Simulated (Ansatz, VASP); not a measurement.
Two plane-wave programs on Zn

INCAR

```
SYSTEM = Zn
ALGO     = Normal         ! electronic algorithm
EDIFF    = 1E-7           ! SCF threshold, eV
ENCUT    = 520            ! plane-wave cutoff, eV
GGA      = PS             ! functional
ISIF     = 2              ! what is computed and relaxed
ISMEAR   = 0              ! smearing method
ISYM     = 0            
LASPH    = .TRUE.         ! aspherical terms in the spheres
LCHARG   = .FALSE.        ! write CHGCAR
LREAL    = .FALSE.        ! projectors in reciprocal space
LWAVE    = .FALSE.        ! write WAVECAR
NBANDS   = 12             ! bands
NELM     = 60             ! most SCF steps
PREC     = Accurate       ! precision mode
SIGMA    = 0.005          ! smearing width, eV
```

Contents of KPOINTS:

```
k-points
0
G
  1 1 1
  0 0 0
```

Contents of POSCAR:

```
Zn
1.0
   15.0000000000      0.0000000000      0.0000000000
    0.0000000000     15.5000000000      0.0000000000
    0.0000000000      0.0000000000     16.0000000000
Zn
1
Direct
    0.5000000000      0.5000000000      0.5000000000
```

Input for Ansatz:

```yaml
crystal:
  lattice:
    - [15.0, 0.0, 0.0]
    - [0.0, 15.5, 0.0]
    - [0.0, 0.0, 16.0]
  atoms:
    - { symbol: Zn, position: [0.5, 0.5, 0.5] }
  symmetry: { detect: false }
basis:
  ecutwfc: 420
kpoints:
  mp_grid: { grid: [1, 1, 1] }
hamiltonian:
  xc: pbesol
scf:
  occupations: { method: gaussian, width: 0.005 }
output:
  forces: true
  eigenvalues: true
```

Alike in both runs: task single point; functional PBEsol; k mesh 1 × 1 × 1; occupations gaussian, width 0.005 eV; no spin polarisation.

```csv
,VASP,Ansatz
version,VASP 6.6.1,Ansatz 0.2.0
potentials or method,"VASP PAW PBE potentials, release 64 (Zn), cutoff 520 eV","scalar-relativistic, plane waves, PAW"
valence electrons in the cell,12,12
```

```csv
,VASP,Ansatz,Ansatz less VASP
gap on the k mesh at the Fermi level (eV),4.93,4.92,-0.002
```

VASP's potentials were made for PBE, not for PBEsol. The functional is the same, so the differences come from potentials, cutoffs and numerics.
